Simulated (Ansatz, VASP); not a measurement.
**One calculation of TaN, two programs**

Contents of INCAR:

```
SYSTEM = TaN
PREC = Accurate
ENCUT = 600
EDIFF = 1E-6
ISMEAR = -1
SIGMA = 0.02
LREAL = .False.
LASPH = .True.
NELM = 120
ALGO = Normal
ISIF = 2
LWAVE = .False.
LCHARG = .False.
GGA = PS
NBANDS = 15
GGA_COMPAT = .False.
```

Contents of KPOINTS:

```
regular mesh
0
Gamma
  9 9 9
  0 0 0
```

POSCAR

```
TaN
1.0
    0.0000000000      2.1790000000      2.1572100000
    2.1790000000      0.0000000000      2.1572100000
    2.1790000000      2.1790000000      0.0000000000
Ta N
1 1
Direct
    0.5000000000      0.5000000000      0.5000000000
    0.0000000000      0.0000000000      0.0000000000
```

Input for Ansatz:

```yaml
crystal:
  lattice:
    - [0.0, 2.179, 2.15721]
    - [2.179, 0.0, 2.15721]
    - [2.179, 2.179, 0.0]
  atoms:
    - { symbol: Ta, position: [0.5, 0.5, 0.5] }
    - { symbol: "N", position: [0.0, 0.0, 0.0] }
kpoints:
  mp_grid: { grid: [9, 9, 9] }
  band_path:
    path:
      - [0.0, 0.0, 0.0]
      - [0.0, 0.5, 0.5]
      - [0.25, 0.75, 0.5]
      - [0.0, 0.5, 0.0]
      - [0.0, 0.0, 0.0]
      - [0.5, 0.5, 0.0]
      - [0.3775380063, 0.6224619937, 0.0]
      - [-0.3775380063, 0.3775380063, 0.0]
      - [0.0, 0.0, 0.0]
    npoints: 5
scf:
  occupations: { method: fermi_dirac, width: 0.02 }
hamiltonian:
  xc: pbesol
  pseudopotentials: { kind: all_electron, lapw: { basis_error: 0.0005 } }
output:
  forces: true
  stress: true
  eigenvalues: true
```

Change from the starting cell: zz strain of -1 %.

Alike in both runs: task single point; functional PBEsol; k mesh 9 × 9 × 9; occupations fermi-dirac, width 0.02 eV; no spin polarisation.

```csv
,VASP,Ansatz
version,VASP 6.6.1,Ansatz 0.2.0
potentials or method,"VASP PAW PBE potentials, release 64 (Ta_pv, N), cutoff 600 eV","all-electron LAPW, scalar-relativistic"
```

|  | VASP | Ansatz | Ansatz less VASP |
| --- | --- | --- | --- |
| pressure (GPa) | 9.3 | 8.2 | -1.09 |
| traceless stress, the component that is largest in VASP (GPa) | 5.58 | 5.54 | -0.037 |

VASP's potentials were made for PBE, not for PBEsol. Ansatz ran all-electron here, and VASP with PAW potentials.

Neither program's run includes spin-orbit coupling.
